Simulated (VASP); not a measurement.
# ZrWS3 (Amm2) in VASP: single point with PBE

Aim: the single point of ZrWS3 with PBE.

Everything below comes from runs of VASP 6.6.1. Logs are shortened: lines on timing, memory, paths and dates and some standing lists are left out, and cuts for length are marked.

## 1. The cell of the first run

Symmetry: Amm2, No. 38, orthorhombic system. The conventional cell has a = 5.644 Å, b = 5.969 Å, c = 6.794 Å, α = 90.00°, β = 90.00°, γ = 90.00°. Within 2.8 Å of Zr (site symmetry mm2) lie 2 S at 2.11 Å. W (site symmetry mm2) has 1 S at 1.74 Å within 2.3 Å. Within 2.8 Å of S (site symmetry m) lie 1 Zr at 2.11 Å and 1 S at 2.19 Å and 1 W at 2.76 Å. Within 2.3 Å of S (site symmetry mm2) lie 1 W at 1.74 Å.

## 2. Single point, PBE

Input file INCAR:

```
PREC     = Accurate       # precision mode
ENCUT    = 520            # plane-wave cutoff, eV
EDIFF    = 1E-6           # SCF threshold, eV
ISMEAR   = 0              # smearing method
SIGMA    = 0.1            # smearing width, eV
LREAL    = F              # projectors in reciprocal space
LASPH    = T              # aspherical terms in the spheres
NELM     = 60             # most SCF steps
ALGO     = Normal         # electronic algorithm
ISIF     = 2              # what is computed and relaxed
LWAVE    = F              # write WAVECAR
LCHARG   = T              # write CHGCAR
GGA      = PE             # functional
LELF     = T              # ELF
LVHAR    = T            
NBANDS   = 30             # bands
```

Input file KPOINTS:

```
Automatic mesh
0
Gamma
  4 4 4
```

Input file POSCAR:

```
ZrWS3
1.0
    5.6441588300      0.0000000000      0.0000000000
    0.0000000000      2.9843561300      3.3968844300
    0.0000000000     -2.9843561300      3.3968844300
Zr W S
1 1 3
Direct
    0.5000000000      0.4478491500      0.4478491500
    0.0000000000      0.4996650700      0.4996650700
    0.6943860000      0.1820616600      0.1820616600
    0.3056140000      0.1820616600      0.1820616600
    0.0000000000      0.7557656800      0.7557656800
```

Potentials or basis: VASP PAW PBE potentials, release 64 (Zr_sv, W_sv, S).

On the command line:

```sh
$ cat potpaw_PBE.64/Zr_sv/POTCAR potpaw_PBE.64/W_sv/POTCAR potpaw_PBE.64/S/POTCAR > POTCAR
$ mpirun -np 1 vasp_std > vasp.out
```

OUTCAR:

```text
PREC = Accurate
   ENCUT = 520
   EDIFF = 1E-6
   ISMEAR = 0
   LREAL = F
   LASPH = T
   NELM = 60
   ISIF = 2
   GGA = PE

 ion  position               nearest neighbor table
   1  0.500  0.448  0.448-   3 2.11   4 2.11   2 2.84   2 2.84
   2  0.000  0.500  0.500-   5 1.74   4 2.76   3 2.76   1 2.84   1 2.84
   3  0.694  0.182  0.182-   1 2.11   4 2.19   2 2.76
   4  0.306  0.182  0.182-   1 2.11   3 2.19   2 2.76
   5  0.000  0.756  0.756-   2 1.74

  LATTYP: Found a base centered orthorhombic cell.
 ALAT       =     5.9687122600
 B/A-ratio  =     1.1382302520
 C/A-ratio  =     0.9456242124

  Lattice vectors:

 A1 = (   0.0000000000,   2.9843561300,  -3.3968844300)
 A2 = (   0.0000000000,   2.9843561300,   3.3968844300)
 A3 = (   5.6441588300,   0.0000000000,   0.0000000000)

Analysis of symmetry for initial positions (statically):
=====================================================================
 Subroutine PRICEL returns:
 Original cell was already a primitive cell.

 Routine SETGRP: Setting up the symmetry group for a
 base centered orthorhombic supercell.

 Subroutine GETGRP returns: Found  4 space group operations
 (whereof  4 operations were pure point group operations)
 out of a pool of  8 trial point group operations.

The static configuration has the point symmetry C_2v.

Analysis of symmetry for dynamics (positions and initial velocities):
=====================================================================
 Subroutine PRICEL returns:
 Original cell was already a primitive cell.

 Routine SETGRP: Setting up the symmetry group for a
 base centered orthorhombic supercell.

 Subroutine GETGRP returns: Found  4 space group operations
 (whereof  4 operations were pure point group operations)
 out of a pool of  8 trial point group operations.

The dynamic configuration has the point symmetry C_2v.

 Subroutine INISYM returns: Found  4 space group operations
 (whereof  4 operations are pure point group operations),
 and found     1 'primitive' translations

----------------------------------------------------------------------------------------

                                     Primitive cell

  volume of cell :     114.4355

[... 88 lines left out ...]
   ENCUT  =  520.0 eV  38.22 Ry    6.18 a.u.  10.49  8.41  8.41*2*pi/ulx,y,z
   NELM   =     60;   NELMIN=  2; NELMDL= -5     # of ELM steps
   EDIFF  = 0.1E-05   stopping-criterion for ELM
   LREAL  =      F    real-space projection
   EDIFFG = 0.1E-04   stopping-criterion for IOM
   NSW    =      0    number of steps for IOM
   IBRION =     -1    ionic relax: 0-MD 1-quasi-New 2-CG
   NFREE  =      0    steps in history (QN), initial steepest desc. (CG)
   ISIF   =      2    stress and relaxation
   ISYM   =      2    0-nonsym 1-usesym 2-fastsym
   POTIM  = 0.5000    time-step for ionic-motion
   TEBEG  =    0.0;   TEEND  =   0.0 temperature during run
   PSTRESS=    0.0 pullay stress
   NELECT =      44.0000    total number of electrons
   NUPDOWN=      -1.0000    fix difference up-down
   EMIN   =  10.00;   EMAX   =-10.00  energy-range for DOS
   EFERMI =   0.00;   METHOD = LEGACY
   ISMEAR =     0;   SIGMA  =   0.10  broadening in eV -4-tet -1-fermi 0-gaus
   EFERMI_NEDOS =   21; number of points for ismear=-14 and -15
   IALGO  =     38    algorithm
   IMIX   =      4    mixing-type and parameters
     AMIX     =   0.40;   BMIX     =  1.00
     AMIX_MAG =   1.60;   BMIX_MAG =  1.00
  volume/ion in A,a.u.               =      22.89       154.45
  Fermi-wavevector in a.u.,A,eV,Ry     =   1.190435  2.249595 19.281283  1.417134
  Thomas-Fermi vector in A             =   2.326519
   LORBIT       =      0    0 simple, 1 ext, 2 COOP (PROOUT), +10 PAW based schemes
   GGA     = PE    functional components
   LHFCALC =     F    Hartree Fock is set to
   AEXX    =    0.0000 exact exchange contribution
   IVDW    =     0    specifies the selected vdW correction
   LEPSILON=     F    determine dielectric tensor
   LRPA    =     F    only Hartree local field effects (RPA)
 non-spin polarized calculation
 Gauss-broadening in eV      SIGMA  =   0.10
  energy-cutoff  :      520.00
  volume of cell :      114.44
 maximum number of plane-waves:      3135
 NGX is ok and might be reduce to    42
   NGX = 21   NGY = 17   NGZ = 17

 number of electron      43.9999999 magnetization

 Free energy of the ion-electron system (eV)
  ---------------------------------------------------
  ext. energy  EPLUGINS =         0.00000000
  ---------------------------------------------------
  free energy    TOTEN  =       -25.73842871 eV

  energy without entropy =      -25.71298939  energy(sigma->0) =      -25.72570905

 E-fermi :   5.8885     XC(G=0):  -9.6672

 val. band max:        5.8805088884   @ k =   0.2500   0.2500   0.0000
 cond. band min:       5.8942728046   @ k =   0.5000   0.2500   0.2500
 fundamental gap:      0.0137639162
 Fermi energy:         5.8885149526

 k-point     1 :       0.0000    0.0000    0.0000
  band No.  band energies     occupation
      1     -67.7449      2.00000
      2     -43.2234      2.00000
      3     -33.1783      2.00000
      4     -31.9648      2.00000
      5     -31.8151      2.00000
      6     -21.9594      2.00000
[... 682 lines left out ...]
     29       8.6201      0.00000
     30       9.4108      0.00000

------------------------ aborting loop because EDIFF is reached ----------------------------------------

  FORCE on cell =-STRESS in cart. coord.  units (eV):
  Direction    XX          YY          ZZ          XY          YZ          ZX
  --------------------------------------------------------------------------------------
  -------------------------------------------------------------------------------------
  Total       14.5214657     -2.1262065     56.9949091      0.0000000      0.0000000      0.0000000
  in kB      203.3107744    -29.7683928    797.9689762      0.0000000      0.0000000      0.0000000
  external PRESSURE =     323.8371193 kB  Pullay stress =       0.0000000 kB

 VOLUME and BASIS-vectors are now :
 -----------------------------------------------------------------------------
  energy-cutoff  :      520.00
  volume of cell :      114.44
      direct lattice vectors                 reciprocal lattice vectors
     5.644158830  0.000000000  0.000000000     0.177174320  0.000000000  0.000000000
     0.000000000  2.984356130  3.396884430     0.000000000  0.167540326  0.147193704
     0.000000000 -2.984356130  3.396884430     0.000000000 -0.167540326  0.147193704

 POSITION                                       TOTAL-FORCE (eV/Angst)
 -----------------------------------------------------------------------------------
      2.82208      0.00000      3.04258         0.000000      0.000000     10.133279
      0.00000      0.00000      3.39461         0.000000      0.000000    -25.182610
      3.91922      0.00000      1.23688         5.974971      0.000000     -4.564954
      1.72493      0.00000      1.23688        -5.974971      0.000000     -4.564954
      0.00000      0.00000      5.13450         0.000000      0.000000     24.179238
 -----------------------------------------------------------------------------------
    total drift:                                0.000000      0.000000     -0.000204

  FREE ENERGIE OF THE ION-ELECTRON SYSTEM (eV)
  ---------------------------------------------------
  free  energy   TOTEN  =       -25.7384287117 eV

  energy  without entropy=      -25.7129893944  energy(sigma->0) =      -25.72570905
```

OSZICAR:

```text
N       E                     dE             d eps       ncg     rms          rms(c)
DAV:   1     0.407468677613E+03    0.40747E+03   -0.23297E+04  1388   0.139E+03
DAV:   2     0.133499439902E+01   -0.40613E+03   -0.39099E+03  1486   0.376E+02
DAV:   3    -0.274379720655E+02   -0.28773E+02   -0.28023E+02  1942   0.888E+01
DAV:   4    -0.289239351307E+02   -0.14860E+01   -0.14744E+01  1780   0.161E+01
DAV:   5    -0.289653078906E+02   -0.41373E-01   -0.41359E-01  1708   0.222E+00    0.438E+01
DAV:   6    -0.261671487123E+02    0.27982E+01   -0.10789E+01  1438   0.156E+01    0.198E+01
DAV:   7    -0.264210537845E+02   -0.25391E+00   -0.89606E+00  1460   0.119E+01    0.105E+01
DAV:   8    -0.257953686756E+02    0.62569E+00   -0.54616E+00  1354   0.868E+00    0.475E+00
DAV:   9    -0.257398745442E+02    0.55494E-01   -0.30196E-01  1456   0.270E+00    0.226E+00
DAV:  10    -0.257377524870E+02    0.21221E-02   -0.55856E-02  1586   0.124E+00    0.624E-01
DAV:  11    -0.257382404016E+02   -0.48791E-03   -0.72184E-03  1422   0.562E-01    0.166E-01
DAV:  12    -0.257382605108E+02   -0.20109E-04   -0.66823E-04  1560   0.140E-01    0.726E-02
DAV:  13    -0.257383912956E+02   -0.13078E-03   -0.13607E-04  1402   0.623E-02    0.305E-02
DAV:  14    -0.257384215944E+02   -0.30299E-04   -0.30988E-05  1652   0.244E-02    0.127E-02
DAV:  15    -0.257384279471E+02   -0.63527E-05   -0.83769E-06  1260   0.129E-02    0.440E-03
DAV:  16    -0.257384287117E+02   -0.76460E-06   -0.98941E-07  1320   0.501E-03
   1 F= -.25738429E+02 E0= -.25725709E+02  d E =-.254393E-01
```

stdout:

```text
POSCAR found type information on POSCAR ZrW S
 POSCAR found :  3 types and       5 ions
 scaLAPACK will be used
 LDA part: xc-table for (Slater+PW92), standard interpolation
 POSCAR, INCAR and KPOINTS ok, starting setup
 FFT: planning ... GRIDC
 FFT: planning ... GRID_SOFT
 FFT: planning ... GRID
 WAVECAR not read
 entering main loop
```

Wall time 40 s (1 thread of AMD EPYC 9R45 (Zen 5), shared host); peak memory 0.23 GiB.

Results:

* Free energy: -25.7384 eV
* Pressure: 32.4 GPa
* Largest force: 25.183 eV/Å
* Band gap on the k mesh: zero (band 22 reaches 6.07 eV, above the bottom of band 23 at 5.76 eV)

Forces in eV/Å, atoms in the order of the input:
```
Zr    0.000   0.000  10.133
W     0.000   0.000 -25.183
S     5.975   0.000  -4.565
S    -5.975   0.000  -4.565
S     0.000   0.000  24.179
```

Stress tensor (GPa, compression positive):
```
20.33  0.00  0.00
 0.00 -2.98  0.00
 0.00  0.00 79.80
```

Caveat: spin-orbit coupling is left out, which moves the levels of the heavy elements; forces of over 1 eV/Å act on the atoms, so gaps and moduli don't describe the material at rest.
